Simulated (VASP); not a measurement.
A run of VASP 6.6.1:

INCAR

```
SYSTEM = Cu
PREC = Accurate
ENCUT = 520
EDIFF = 1E-6
ISMEAR = 0
SIGMA = 0.15
LREAL = .FALSE.
LASPH = .TRUE.
NELM = 60
ALGO = Normal
ISIF = 2
LWAVE = .FALSE.
LCHARG = .TRUE.
GGA = PS
LELF = .TRUE.
LVHAR = .TRUE.
NBANDS = 12
```

Contents of KPOINTS:

```
Automatic mesh
0
G
  24 24 24
  0 0 0
```

Contents of POSCAR:

```
Cu
1.0
   -1.3995095204      1.3995095204      1.3554402282
    1.3995095204     -1.3995095204      1.3554402282
    1.3995095204      1.3995095204     -1.3554402282
Cu
1
Direct
    0.0000000000      0.0000000000      0.0000000000
```

Potentials or basis: VASP PAW PBE potentials, release 64 (Cu).

Launch:

```bash
$ cat potpaw_PBE.64/Cu/POTCAR > POTCAR
$ mpirun -np 1 vasp_std > vasp.out
```

Hardware: 1 thread of Intel(R) Xeon(R) 6975P-C (Granite Rapids), with other jobs on the host.

Question: How long does it take, and how much memory?

Answer: Run time: 46 s on 1 thread of Intel(R) Xeon(R) 6975P-C (Granite Rapids), on a shared host, peak memory 0.24 GiB. Counts: scf iterations 11, k points 1063.
